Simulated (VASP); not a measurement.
# SiNi3 (Pm-3m) in VASP: single point with PBE

Aim: the single point of SiNi3 with PBE.

All numbers are computed with VASP 6.6.1; they aren't measurements. Logs are shortened: lines on timing, memory, paths and dates and some standing lists are left out, and cuts for length are marked.

### 1 The cell of the first run

It takes space group Pm-3m (No. 221, cubic). The conventional cell has a = 3.506 Å, b = 3.506 Å, c = 3.506 Å, α = 90.00°, β = 90.00°, γ = 90.00°. Within 3.3 Å of Si (site symmetry m-3m) lie 12 Ni at 2.48 Å. Ni (site symmetry 4/mmm) has 4 Si at 2.48 Å and 8 Ni at 2.48 Å within 3.3 Å.

### 2 Single point, PBE

File INCAR:

```
ALGO = Fast
EDIFF = 1E-7
ENCUT = 520
GGA = PE
ISIF = 2
ISMEAR = 0
LASPH = True
LCHARG = True
LELF = True
LREAL = False
LVHAR = True
LWAVE = False
NBANDS = 25
NELM = 100
PREC = Accurate
SIGMA = 0.15
```

File KPOINTS:

```
k-points
0
Gamma
  10 10 10
```

File POSCAR:

```
SiNi3
1.0
    3.5064423875      0.0000006756     -0.0000088327
   -0.0000025512      3.5064837626      0.0000020409
   -0.0000097978      0.0000064205      3.5063933606
Si Ni
1 3
Direct
   -0.0000012436     -0.0000115378      0.0000034951
    0.0000004065      0.5000020207      0.5000012750
    0.4999966063      0.0000056151      0.4999969299
    0.5000042308      0.5000039020     -0.0000017001
```

Potentials or basis: VASP PAW PBE potentials, release 64 (Si, Ni).

Run with:

```bash
> cat potpaw_PBE.64/Si/POTCAR potpaw_PBE.64/Ni/POTCAR > POTCAR
> mpirun -np 1 vasp_std > vasp.out
```

OUTCAR:

```text
EDIFF = 1E-7
   ENCUT = 520
   GGA = PE
   ISIF = 2
   ISMEAR = 0
   LASPH = True
   LREAL = False
   NELM = 100
   PREC = Accurate

 ion  position               nearest neighbor table
   1  1.000  1.000  0.000-   3 2.48   2 2.48   4 2.48   2 2.48   3 2.48   4 2.48   3 2.48   3 2.48
                             2 2.48   2 2.48   4 2.48   4 2.48
   2  0.000  0.500  0.500-   1 2.48   1 2.48   4 2.48   4 2.48   4 2.48   3 2.48   4 2.48   3 2.48
                             3 2.48   1 2.48   1 2.48   3 2.48
   3  0.500  0.000  0.500-   1 2.48   1 2.48   4 2.48   2 2.48   1 2.48   4 2.48   1 2.48   4 2.48
                             4 2.48   2 2.48   2 2.48   2 2.48
   4  0.500  0.500  1.000-   1 2.48   2 2.48   2 2.48   2 2.48   3 2.48   1 2.48   3 2.48   3 2.48
                             3 2.48   2 2.48   1 2.48   1 2.48

  LATTYP: Found a simple orthorhombic cell.
 ALAT       =     3.5063933606
 B/A-ratio  =     1.0000139821
 C/A-ratio  =     1.0000257820

  Lattice vectors:

 A1 = (  -0.0000097978,   0.0000064205,   3.5063933606)
 A2 = (   3.5064423875,   0.0000006756,  -0.0000088327)
 A3 = (  -0.0000025512,   3.5064837626,   0.0000020409)

Analysis of symmetry for initial positions (statically):
=====================================================================
 Subroutine PRICEL returns:
 Original cell was already a primitive cell.

 Routine SETGRP: Setting up the symmetry group for a
 simple orthorhombic supercell.

 Subroutine GETGRP returns: Found  2 space group operations
 (whereof  2 operations were pure point group operations)
 out of a pool of  8 trial point group operations.

The static configuration has the point symmetry C_1h.

Analysis of symmetry for dynamics (positions and initial velocities):
=====================================================================
 Subroutine PRICEL returns:
 Original cell was already a primitive cell.

 Routine SETGRP: Setting up the symmetry group for a
 simple orthorhombic supercell.

 Subroutine GETGRP returns: Found  2 space group operations
 (whereof  2 operations were pure point group operations)
 out of a pool of  8 trial point group operations.

The dynamic configuration has the point symmetry C_1h.

 Subroutine INISYM returns: Found  2 space group operations
 (whereof  2 operations are pure point group operations),
 and found     1 'primitive' translations

----------------------------------------------------------------------------------------

                                     Primitive cell

  volume of cell :      43.1121

  direct lattice vectors                    reciprocal lattice vectors
     3.506442387  0.000000676 -0.000008833     0.285189343  0.000000207  0.000000797
    -0.000002551  3.506483763  0.000002041    -0.000000055  0.285185978 -0.000000522
    -0.000009798  0.000006420  3.506393361     0.000000718 -0.000000166  0.285193330

  length of vectors
     3.506442388  3.506483763  3.506393361     0.285189343  0.285185978  0.285193330

  position of ions in fractional coordinates (direct lattice)
     0.999998756  0.999988462  0.000003495
     0.000000406  0.500002021  0.500001275
     0.499996606  0.000005615  0.499996930
     0.500004231  0.500003902  0.999998300

  ion indices of the primitive-cell ions
   primitive index   ion index
                 1           1
                 2           2
                 3           3
                 4           4

----------------------------------------------------------------------------------------

 KPOINTS: k-points

Automatic generation of k-mesh.
 Grid dimensions read from file:
 generate k-points for:   10   10   10

 Generating k-lattice:

  Cartesian coordinates                     Fractional coordinates (reciprocal lattice)
     0.028518934  0.000000021  0.000000080     0.100000000  0.000000000  0.000000000
    -0.000000005  0.028518598 -0.000000052    -0.000000000  0.100000000  0.000000000
     0.000000072 -0.000000017  0.028519333    -0.000000000  0.000000000  0.100000000

  Length of vectors
     0.028518934  0.028518598  0.028519333

  Shift w.r.t. Gamma in fractional coordinates (k-lattice)
     0.000000000  0.000000000  0.000000000

 Subroutine IBZKPT returns following result:
 ===========================================

 Found    312 irreducible k-points:

 Following reciprocal coordinates:
            Coordinates               Weight
  0.000000  0.000000  0.000000      1.000000
  0.100000 -0.000000  0.000000      2.000000
  0.200000 -0.000000  0.000000      2.000000
  0.300000 -0.000000  0.000000      2.000000
  0.400000 -0.000000  0.000000      2.000000
  0.500000 -0.000000  0.000000      1.000000
[... 16 lines left out ...]
  0.400000  0.300000 -0.000000      4.000000
  0.500000  0.300000  0.000000      2.000000
 [... further k-points ...]
   k-points           NKPTS =    312   k-points in BZ     NKDIM =    312   number of bands    NBANDS=     25
   number of dos      NEDOS =    301   number of ions     NIONS =      4
   total plane-waves  NPLWV =  21952
   dimension x,y,z NGX =    28 NGY =   28 NGZ =   28
   dimension x,y,z NGXF=    56 NGYF=   56 NGZF=   56
   ions per type =               1   3
   NGX,Y,Z   is equivalent  to a cutoff of  13.28, 13.28, 13.28 a.u.
   NGXF,Y,Z  is equivalent  to a cutoff of  26.55, 26.55, 26.55 a.u.
 SYSTEM =  unknown system
   PREC   = accura    normal or accurate (medium, high low for compatibility)
   ISTART =      0    job   : 0-new  1-cont  2-samecut
   ICHARG =      2    charge: 1-file 2-atom 10-const
   ISPIN  =      1    spin polarized calculation?
   LNONCOLLINEAR =      F non collinear calculations
   LSORBIT =      F    spin-orbit coupling
   LASPH  =      T    aspherical Exc in radial PAW
   ENCUT  =  520.0 eV  38.22 Ry    6.18 a.u.   6.52  6.52  6.52*2*pi/ulx,y,z
   NELM   =    100;   NELMIN=  2; NELMDL= -5     # of ELM steps
   EDIFF  = 0.1E-06   stopping-criterion for ELM
   LREAL  =      F    real-space projection
   EDIFFG = 0.1E-05   stopping-criterion for IOM
   NSW    =      0    number of steps for IOM
   IBRION =     -1    ionic relax: 0-MD 1-quasi-New 2-CG
   NFREE  =      0    steps in history (QN), initial steepest desc. (CG)
   ISIF   =      2    stress and relaxation
   ISYM   =      2    0-nonsym 1-usesym 2-fastsym
   POTIM  = 0.5000    time-step for ionic-motion
   TEBEG  =    0.0;   TEEND  =   0.0 temperature during run
   PSTRESS=    0.0 pullay stress
   NELECT =      34.0000    total number of electrons
   NUPDOWN=      -1.0000    fix difference up-down
   EMIN   =  10.00;   EMAX   =-10.00  energy-range for DOS
   EFERMI =   0.00;   METHOD = LEGACY
   ISMEAR =     0;   SIGMA  =   0.15  broadening in eV -4-tet -1-fermi 0-gaus
   EFERMI_NEDOS =   21; number of points for ismear=-14 and -15
   IALGO  =     68    algorithm
   IMIX   =      4    mixing-type and parameters
     AMIX     =   0.40;   BMIX     =  1.00
     AMIX_MAG =   1.60;   BMIX_MAG =  1.00
  volume/ion in A,a.u.               =      10.78        72.73
  Fermi-wavevector in a.u.,A,eV,Ry     =   1.512521  2.858250 31.126317  2.287720
  Thomas-Fermi vector in A             =   2.622434
   LORBIT       =      0    0 simple, 1 ext, 2 COOP (PROOUT), +10 PAW based schemes
   GGA     = PE    functional components
   LHFCALC =     F    Hartree Fock is set to
   AEXX    =    0.0000 exact exchange contribution
   IVDW    =     0    specifies the selected vdW correction
   LEPSILON=     F    determine dielectric tensor
   LRPA    =     F    only Hartree local field effects (RPA)
 non-spin polarized calculation
 RMM-DIIS sequential band-by-band and
 Gauss-broadening in eV      SIGMA  =   0.15
  energy-cutoff  :      520.00
  volume of cell :       43.11
 maximum number of plane-waves:      1189
 NGX is ok and might be reduce to    28
   NGX = 13   NGY = 13   NGZ = 13

 number of electron      33.9999978 magnetization

 Free energy of the ion-electron system (eV)
  ---------------------------------------------------
  ext. energy  EPLUGINS =         0.00000000
  ---------------------------------------------------
  free energy    TOTEN  =       -23.69249109 eV

  energy without entropy =      -23.67118375  energy(sigma->0) =      -23.68183742

 E-fermi :  10.6658     XC(G=0): -13.0965

 val. band max:       10.6221422855   @ k =   0.1000   0.1000   0.0000
 cond. band min:      10.6801336339   @ k =   0.0000   0.0000   0.0000
 fundamental gap:      0.0579913484
 Fermi energy:        10.6657606546

 k-point     1 :       0.0000    0.0000    0.0000
  band No.  band energies     occupation
      1      -1.2725      2.00000
      2       5.7826      2.00000
      3       6.6039      2.00000
      4       6.6040      2.00000
      5       7.1213      2.00000
      6       7.1213      2.00000
[... 17 lines left out ...]
     24      21.2168      0.00000
     25      21.2170      0.00000

 k-point     2 :       0.1000   -0.0000    0.0000
  band No.  band energies     occupation
      1      -1.1556      2.00000
      2       5.8019      2.00000
      3       6.4385      2.00000
      4       6.6867      2.00000
      5       7.1108      2.00000
      6       7.1108      2.00000
[... 17 lines left out ...]
     24      20.8223      0.00000
     25      20.9311      0.00000

 k-point     3 :       0.2000   -0.0000    0.0000
  band No.  band energies     occupation
      1      -0.8119      2.00000
      2       5.4903      2.00000
      3       6.2510      2.00000
      4       6.9213      2.00000
      5       7.0717      2.00000
      6       7.0718      2.00000
[... 17 lines left out ...]
     24      19.6112      0.00000
     25      20.5611      0.00000

 k-point     4 :       0.3000   -0.0000    0.0000
  band No.  band energies     occupation
      1      -0.2690      2.00000
      2       4.5184      2.00000
      3       6.4433      2.00000
      4       7.0011      2.00000
      5       7.0012      2.00000
      6       7.2622      2.00000
[... 17 lines left out ...]
     24      18.7422      0.00000
     25      21.6855      0.00000

 k-point     5 :       0.4000   -0.0000    0.0000
  band No.  band energies     occupation
      1       0.3827      2.00000
      2       3.4764      2.00000
      3       6.6799      2.00000
      4       6.9293      2.00000
      5       6.9295      2.00000
      6       7.5258      2.00000
[... 17 lines left out ...]
     24      18.4183      0.00000
     25      21.5979      0.00000

 k-point     6 :       0.5000   -0.0000    0.0000
  band No.  band energies     occupation
      1       0.7731      2.00000
      2       2.9395      2.00000
      3       6.7853      2.00000
      4       6.8995      2.00000
      5       6.8996      2.00000
      6       7.5887      2.00000
[... 17 lines left out ...]
     24      18.2790      0.00000
     25      21.3875      0.00000
[... 393 lines left out ...]
 k-point    21 :       0.2000    0.3000    0.0000
  band No.  band energies     occupation
      1       0.1565      2.00000
      2       4.8240      2.00000
      3       5.9905      2.00000
      4       6.8022      2.00000
      5       6.8906      2.00000
      6       7.3802      2.00000
[... 17 lines left out ...]
     24      19.9822      0.00000
     25      20.8847      0.00000

 k-point    22 :       0.3000    0.3000    0.0000
  band No.  band energies     occupation
      1       0.6511      2.00000
      2       5.0674      2.00000
      3       5.2128      2.00000
      4       6.8194      2.00000
      5       6.9575      2.00000
      6       7.4940      2.00000
[... 17 lines left out ...]
     24      20.2828      0.00000
     25      20.6240      0.00000

 k-point    23 :       0.4000    0.3000   -0.0000
  band No.  band energies     occupation
      1       1.2265      2.00000
      2       4.2573      2.00000
      3       5.4288      2.00000
      4       6.7666      2.00000
      5       7.0836      2.00000
      6       7.7034      2.00000
[... 17 lines left out ...]
     24      20.3225      0.00000
     25      21.0481      0.00000

 k-point    24 :       0.5000    0.3000    0.0000
  band No.  band energies     occupation
      1       1.5511      2.00000
      2       3.8187      2.00000
      3       5.5446      2.00000
      4       6.7468      2.00000
      5       7.1270      2.00000
      6       7.7416      2.00000
[... 17 lines left out ...]
     24      20.1961      0.00000
     25      21.2281      0.00000

 [... further k-points ...]
[... 5 lines left out ...]
  --------------------------------------------------------------------------------------
  -------------------------------------------------------------------------------------
  Total        0.0066601      0.0061775      0.0072097     -0.0000000     -0.0000712     -0.0000000
  in kB        0.2475111      0.2295748      0.2679331     -0.0000001     -0.0026475     -0.0000014
  external PRESSURE =       0.2483396 kB  Pullay stress =       0.0000000 kB

 VOLUME and BASIS-vectors are now :
 -----------------------------------------------------------------------------
  energy-cutoff  :      520.00
  volume of cell :       43.11
      direct lattice vectors                 reciprocal lattice vectors
     3.506442387  0.000000676 -0.000008833     0.285189343  0.000000207  0.000000797
    -0.000002551  3.506483763  0.000002041    -0.000000055  0.285185978 -0.000000522
    -0.000009798  0.000006420  3.506393361     0.000000718 -0.000000166  0.285193330

 POSITION                                       TOTAL-FORCE (eV/Angst)
 -----------------------------------------------------------------------------------
      3.50644      3.50644      0.00001         0.000000      0.000264     -0.000073
     -0.00000      1.75325      1.75320         0.000000     -0.000083     -0.000033
      1.75320      0.00002      1.75318        -0.000000     -0.000091      0.000085
      1.75322      1.75326      3.50638         0.000000     -0.000090      0.000022
 -----------------------------------------------------------------------------------
    total drift:                               -0.000558      0.000101     -0.000020

  FREE ENERGIE OF THE ION-ELECTRON SYSTEM (eV)
  ---------------------------------------------------
  free  energy   TOTEN  =       -23.6924910945 eV

  energy  without entropy=      -23.6711837522  energy(sigma->0) =      -23.68183742
```

Wall time 3.6 min (1 thread of Intel Xeon Platinum 8488C (Sapphire Rapids), shared host); peak memory 0.37 GiB.

Results:

* Free energy: -23.6925 eV
* Pressure: 0.0 GPa
* Band gap on the k mesh: zero (bands 17 and 18 overlap by 0.24 eV)

Levels at points of the mesh, in eV from the Fermi level:
| k point | band 14 | band 15 | band 16 | band 17 | band 18 | band 19 | band 20 | band 21 |
| --- | --- | --- | --- | --- | --- | --- | --- | --- |
| (0.00, 0.00, 0.00) | -0.64 | -0.64 | -0.31 | 0.01 | 0.01 | 0.01 | 4.81 | 6.31 |
| (0.50, 0.00, 0.00) | -1.31 | -1.16 | -0.57 | 0.02 | 3.58 | 3.58 | 5.18 | 5.25 |
| (0.00, 0.50, 0.00) | -1.31 | -1.16 | -0.57 | 0.02 | 3.58 | 3.58 | 5.19 | 5.25 |
| (0.50, 0.50, 0.00) | -1.44 | -1.12 | -1.03 | -0.96 | 0.63 | 0.63 | 5.57 | 6.32 |
| (0.00, 0.00, 0.50) | -1.31 | -1.16 | -0.57 | 0.02 | 3.58 | 3.58 | 5.18 | 5.25 |
| (0.50, 0.00, 0.50) | -1.44 | -1.12 | -1.03 | -0.96 | 0.63 | 0.63 | 5.57 | 6.32 |
| (0.00, 0.50, 0.50) | -1.44 | -1.12 | -1.03 | -0.96 | 0.63 | 0.63 | 5.57 | 6.32 |
| (0.50, 0.50, 0.50) | -1.25 | -1.25 | -0.41 | -0.22 | -0.22 | -0.22 | 1.19 | 4.00 |

Spin polarisation is off, so any magnetic state and its effect on volume and gap are missing.

The gap in the log of VASP goes by the Fermi energy; the results here count the filled bands.